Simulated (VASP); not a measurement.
# Na in VASP: a series of runs, part 2 of 2

VASP 6.6.1. Earlier steps stand in the parts before.

### Step 5. Single point, PBEsol

This run uses another cell than the first one, of 37.70 Å³/atom.

INCAR reads:

```
  PREC = Accurate
  ENCUT = 500
  EDIFF = 1E-6
  ISMEAR = -1
  SIGMA = 0.05
  LREAL = F
  LASPH = T
  NELM = 120
  ALGO = Normal
  ISIF = 2
  LWAVE = F
  LCHARG = F
  GGA = PS
  NBANDS = 10
  GGA_COMPAT = F
```

KPOINTS reads:

```
regular mesh
0
Gamma
  9 9 9
```

POSCAR reads:

```
Na
1.0
   -2.0981800000      2.0981800000      2.1410000000
    2.0981800000     -2.0981800000      2.1410000000
    2.0981800000      2.0981800000     -2.1410000000
Na
1
Direct
    0.0000000000      0.0000000000      0.0000000000
```

Potentials or basis: VASP PAW PBE potentials, release 64 (Na_pv).

Launch:

```bash
$ cat potpaw_PBE.64/Na_pv/POTCAR > POTCAR
$ mpirun -np 1 vasp_std > vasp.out
```

OUTCAR:

```text
PREC = Accurate
   ENCUT = 500
   EDIFF = 1E-6
   ISMEAR = -1
   LREAL = F
   LASPH = T
   NELM = 120
   ISIF = 2
   GGA = PS

 ion  position               nearest neighbor table
   1  0.000  0.000  0.000-

  LATTYP: Found a body centered tetragonal cell.
 ALAT       =     4.1963600000
 C/A-ratio  =     1.0204081633

  Lattice vectors:

 A1 = (  -2.0981800000,   2.0981800000,   2.1410000000)
 A2 = (   2.0981800000,  -2.0981800000,   2.1410000000)
 A3 = (   2.0981800000,   2.0981800000,  -2.1410000000)

Analysis of symmetry for initial positions (statically):
=====================================================================
 Subroutine PRICEL returns:
 Original cell was already a primitive cell.

 Routine SETGRP: Setting up the symmetry group for a
 body centered tetragonal supercell.

 Subroutine GETGRP returns: Found 16 space group operations
 (whereof 16 operations were pure point group operations)
 out of a pool of 16 trial point group operations.

The static configuration has the point symmetry D_4h.

Analysis of symmetry for dynamics (positions and initial velocities):
=====================================================================
 Subroutine PRICEL returns:
 Original cell was already a primitive cell.

 Routine SETGRP: Setting up the symmetry group for a
 body centered tetragonal supercell.

 Subroutine GETGRP returns: Found 16 space group operations
 (whereof 16 operations were pure point group operations)
 out of a pool of 16 trial point group operations.

The dynamic configuration has the point symmetry D_4h.

 Subroutine INISYM returns: Found 16 space group operations
 (whereof 16 operations are pure point group operations),
 and found     1 'primitive' translations

----------------------------------------------------------------------------------------

                                     Primitive cell

  volume of cell :      37.7018

  direct lattice vectors                    reciprocal lattice vectors
    -2.098180000  2.098180000  2.141000000     0.000000000  0.238301766  0.233535731
     2.098180000 -2.098180000  2.141000000     0.238301766  0.000000000  0.233535731
     2.098180000  2.098180000 -2.141000000     0.238301766  0.238301766  0.000000000

  length of vectors
     3.659043540  3.659043540  3.659043540     0.333656514  0.333656514  0.337009590

  position of ions in fractional coordinates (direct lattice)
     0.000000000  0.000000000  0.000000000

  ion indices of the primitive-cell ions
   primitive index   ion index
                 1           1

----------------------------------------------------------------------------------------

 KPOINTS: regular mesh

Automatic generation of k-mesh.
 Grid dimensions read from file:
 generate k-points for:    9    9    9

 Generating k-lattice:

  Cartesian coordinates                     Fractional coordinates (reciprocal lattice)
     0.000000000  0.026477974  0.025948415     0.111111111  0.000000000  0.000000000
     0.026477974  0.000000000  0.025948415     0.000000000  0.111111111  0.000000000
     0.026477974  0.026477974  0.000000000     0.000000000  0.000000000  0.111111111

  Length of vectors
     0.037072946  0.037072946  0.037445510

  Shift w.r.t. Gamma in fractional coordinates (k-lattice)
     0.000000000  0.000000000  0.000000000

 Subroutine IBZKPT returns following result:
 ===========================================

 Found     75 irreducible k-points:

 Following reciprocal coordinates:
            Coordinates               Weight
  0.000000  0.000000  0.000000      1.000000
  0.111111  0.000000  0.000000      8.000000
  0.222222 -0.000000  0.000000      8.000000
  0.333333 -0.000000  0.000000      8.000000
  0.444444 -0.000000  0.000000      8.000000
  0.111111  0.111111  0.000000      8.000000
[... 16 lines left out ...]
 -0.333333  0.333333  0.000000      4.000000
  0.444444  0.444444  0.000000      8.000000
 [... further k-points ...]
   k-points           NKPTS =     75   k-points in BZ     NKDIM =     75   number of bands    NBANDS=     10
   number of dos      NEDOS =    301   number of ions     NIONS =      1
   total plane-waves  NPLWV =  21952
   dimension x,y,z NGX =    28 NGY =   28 NGZ =   28
   dimension x,y,z NGXF=    56 NGYF=   56 NGZF=   56
   ions per type =               1
   NGX,Y,Z   is equivalent  to a cutoff of  12.72, 12.72, 12.72 a.u.
   NGXF,Y,Z  is equivalent  to a cutoff of  25.44, 25.44, 25.44 a.u.
 SYSTEM =  unknown system
   PREC   = accura    normal or accurate (medium, high low for compatibility)
   ISTART =      0    job   : 0-new  1-cont  2-samecut
   ICHARG =      2    charge: 1-file 2-atom 10-const
   ISPIN  =      1    spin polarized calculation?
   LNONCOLLINEAR =      F non collinear calculations
   LSORBIT =      F    spin-orbit coupling
   LASPH  =      T    aspherical Exc in radial PAW
   ENCUT  =  500.0 eV  36.75 Ry    6.06 a.u.   6.67  6.67  6.67*2*pi/ulx,y,z
   NELM   =    120;   NELMIN=  2; NELMDL= -5     # of ELM steps
   EDIFF  = 0.1E-05   stopping-criterion for ELM
   LREAL  =      F    real-space projection
   EDIFFG = 0.1E-04   stopping-criterion for IOM
   NSW    =      0    number of steps for IOM
   IBRION =     -1    ionic relax: 0-MD 1-quasi-New 2-CG
   NFREE  =      0    steps in history (QN), initial steepest desc. (CG)
   ISIF   =      2    stress and relaxation
   ISYM   =      2    0-nonsym 1-usesym 2-fastsym
   POTIM  = 0.5000    time-step for ionic-motion
   TEBEG  =    0.0;   TEEND  =   0.0 temperature during run
   PSTRESS=    0.0 pullay stress
   NELECT =       7.0000    total number of electrons
   NUPDOWN=      -1.0000    fix difference up-down
   EMIN   =  10.00;   EMAX   =-10.00  energy-range for DOS
   EFERMI =   0.00;   METHOD = LEGACY
   ISMEAR =    -1;   SIGMA  =   0.05  broadening in eV -4-tet -1-fermi 0-gaus
   EFERMI_NEDOS =   21; number of points for ismear=-14 and -15
   IALGO  =     38    algorithm
   IMIX   =      4    mixing-type and parameters
     AMIX     =   0.40;   BMIX     =  1.00
     AMIX_MAG =   1.60;   BMIX_MAG =  1.00
  volume/ion in A,a.u.               =      37.70       254.42
  Fermi-wavevector in a.u.,A,eV,Ry     =   0.933942  1.764895 11.867662  0.872249
  Thomas-Fermi vector in A             =   2.060696
   LORBIT       =      0    0 simple, 1 ext, 2 COOP (PROOUT), +10 PAW based schemes
   GGA     = PS    functional components
   LHFCALC =     F    Hartree Fock is set to
   AEXX    =    0.0000 exact exchange contribution
   IVDW    =     0    specifies the selected vdW correction
   LEPSILON=     F    determine dielectric tensor
   LRPA    =     F    only Hartree local field effects (RPA)
 non-spin polarized calculation
  energy-cutoff  :      500.00
  volume of cell :       37.70
 maximum number of plane-waves:       972
   NGX = 13   NGY = 13   NGZ = 13

 number of electron       7.0000010 magnetization

 Free energy of the ion-electron system (eV)
  ---------------------------------------------------
  ext. energy  EPLUGINS =         0.00000000
  ---------------------------------------------------
  free energy    TOTEN  =        -1.40469286 eV

  energy without entropy =       -1.40142189  energy(sigma->0) =       -1.40305737

 E-fermi :   0.2518     XC(G=0):  -6.4569

 val. band max:        0.1837411220   @ k =  -0.3333   0.4444   0.1111
 cond. band min:       0.3214552281   @ k =   0.4444  -0.0000   0.0000
 fundamental gap:      0.1377141061
 Fermi energy:         0.2517669913

 k-point     1 :       0.0000    0.0000    0.0000
  band No.  band energies     occupation
      1     -24.5408      2.00000
      2     -24.5408      2.00000
      3     -24.5408      2.00000
      4      -2.9839      2.00000
      5      11.7838      0.00000
      6      11.7838      0.00000
      7      12.0851      0.00000
      8      12.7299      0.00000
      9      13.0262      0.00000
     10      13.3101      0.00000
[... 287 lines left out ...]
 k-point    24 :       0.4444    0.4444    0.0000
  band No.  band energies     occupation
      1     -24.5732      2.00000
      2     -24.5537      2.00000
      3     -24.5425      2.00000
      4       1.1925      0.00000
      5       1.6794      0.00000
      6       6.5813      0.00000
      7       8.6366      0.00000
      8      10.1561      0.00000
      9      12.1596      0.00000
     10      15.4073      0.00000

 [... further k-points ...]

------------------------ aborting loop because EDIFF is reached ----------------------------------------

  FORCE on cell =-STRESS in cart. coord.  units (eV):
  Direction    XX          YY          ZZ          XY          YZ          ZX
  --------------------------------------------------------------------------------------
  -------------------------------------------------------------------------------------
  Total       -0.0708320     -0.0708320     -0.0902543      0.0000000      0.0000000      0.0000000
  in kB       -3.0100789     -3.0100789     -3.8354507      0.0000000      0.0000000      0.0000000
  external PRESSURE =      -3.2852028 kB  Pullay stress =       0.0000000 kB

 VOLUME and BASIS-vectors are now :
 -----------------------------------------------------------------------------
  energy-cutoff  :      500.00
  volume of cell :       37.70
      direct lattice vectors                 reciprocal lattice vectors
    -2.098180000  2.098180000  2.141000000     0.000000000  0.238301766  0.233535731
     2.098180000 -2.098180000  2.141000000     0.238301766  0.000000000  0.233535731
     2.098180000  2.098180000 -2.141000000     0.238301766  0.238301766  0.000000000

 POSITION                                       TOTAL-FORCE (eV/Angst)
 -----------------------------------------------------------------------------------
      0.00000      0.00000      0.00000         0.000000      0.000000      0.000000
 -----------------------------------------------------------------------------------
    total drift:                               -0.000000     -0.000000     -0.000000

  FREE ENERGIE OF THE ION-ELECTRON SYSTEM (eV)
  ---------------------------------------------------
  free  energy   TOTEN  =        -1.4046928560 eV

  energy  without entropy=       -1.4014218875  energy(sigma->0) =       -1.40305737
```

stdout:

```text
POSCAR found type information on POSCAR Na
 POSCAR found :  1 types and       1 ions
 scaLAPACK will be used
 -----------------------------------------------------------------------------
|                                                                             |
|                                                                             |
|     You enforced a specific xc type in the INCAR file but a different       |
|     I HOPE YOU KNOW WHAT YOU ARE DOING!                                     |
|                                                                             |
 -----------------------------------------------------------------------------

 LDA part: xc-table for (Slater+PW92), standard interpolation
 POSCAR, INCAR and KPOINTS ok, starting setup
 FFT: planning ... GRIDC
 FFT: planning ... GRID_SOFT
 FFT: planning ... GRID
 WAVECAR not read
 entering main loop
```

Run time: 13 s. Hardware: 1 thread of Intel Xeon Platinum 8259CL at 2.50GHz (Skylake/Cascade Lake), shared host; peak memory 0.16 GiB.

Results:

- Free energy: -1.4047 eV
- Pressure: -0.3 GPa
- Band gap on the k mesh: zero (an odd number of electrons rules out a gap without spin polarisation)

Stress tensor (GPa, compression positive):
```
-0.30  0.00  0.00
 0.00 -0.30  0.00
 0.00  0.00 -0.38
```

Levels at points of the mesh, in eV from the Fermi level:
| k point | band 1 | band 2 | band 3 | band 4 | band 5 | band 6 | band 7 | band 8 | band 9 |
| --- | --- | --- | --- | --- | --- | --- | --- | --- | --- |
| (0.00, 0.00, 0.00) | -24.79 | -24.79 | -24.79 | -3.24 | 11.53 | 11.53 | 11.83 | 12.48 | 12.77 |

Caveat: the PAW data sets were made with another functional, which shifts forces and pressure a little.

### Step 6. Overview

| level | potentials or basis | cell | k mesh | cutoff (eV) | grid for exact exchange (PRECFOCK) | share of exact exchange | gap on the mesh (eV) | pressure (GPa) |
| --- | --- | --- | --- | --- | --- | --- | --- | --- |
| B3LYP+D3(BJ) | VASP PAW PBE potentials, release 64 (Na_pv) | a = 3.708 Å, angles 109.5°, 1 atom | 6 × 6 × 6 | 400 | Normal | 0.2 | none | -1.6 |
| LDA | VASP PAW LDA potentials, release 64 (Na_pv) | a = 3.708 Å, angles 109.5°, 1 atom | 9 × 9 × 9 | 500 | - | - | none | -1.1 |
| PBEsol | VASP PAW PBE potentials, release 64 (Na_pv) | a = 3.610 Å, angles 110.6, 110.6, 107.3°, 1 atom | 9 × 9 × 9 | 500 | - | - | none | 0.0 |
| PBEsol | VASP PAW PBE potentials, release 64 (Na_pv) | a = 3.659 Å, angles 110.0, 110.0, 108.4°, 1 atom | 9 × 9 × 9 | 500 | - | - | none | -0.3 |

Alike in all rows: task single point; no spin polarisation; smearing fermi-dirac 0.05 eV.

Caveats: the PAW data sets were made with another functional, which shifts forces and pressure a little (at least some runs).

Absolute energies hang on the potentials; compare differences alone.

The gap in the log of VASP goes by the Fermi energy; the results here count the filled bands.